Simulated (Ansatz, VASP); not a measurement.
# Co in VASP and in Ansatz

```xyz
4
Lattice="2.4706 0.0000 0.0000 -1.2353 2.1396 0.0000 0.0000 0.0000 8.0882" Properties=species:S:1:pos:R:3 pbc="T T T"
Co    1.2353    0.7132    6.0662
Co    0.0000    0.0000    4.0441
Co    0.0000    1.4264    2.0221
Co    0.0000    0.0000    0.0000
```

Alike in both runs: task single point; functional SVWN5; k mesh 12 × 12 × 4; occupations fermi-dirac, width 0.05 eV; collinear spin.

```csv
,VASP,Ansatz
version,VASP 6.6.1,Ansatz 0.2.0
potentials or method,"VASP PAW PBE potentials, release 64 (Co)",Ansatz PAW
plane-wave cutoff (eV),520,420
valence electrons in the cell,36,68
```

|  | VASP | Ansatz | Ansatz less VASP |
| --- | --- | --- | --- |
| gap on the k mesh at the Fermi level (eV) | none | none | - |
| pressure (GPa) | -17.2 | -14.7 | +2.42 |
| traceless stress, the component that is largest in VASP (GPa) | -1.84 | -2.41 | -0.571 |
| net moment per atom (μB) | 1.48 | 1.59 | +0.113 |
| size of the moment on the site where the two differ most (μB) | 1.48 | 1.65 | +0.163 |

The net moments are unlike, so the other rows may belong to different states. VASP's potentials were made for PBE, not for SVWN5. Site moments also hang on the region over which each program counts them. A gap of «none» marks a metal or a gap that the smearing closes. VASP's potentials hold 36 valence electrons a cell and Ansatz's 68, so a difference there can come from the potentials and not from the codes.
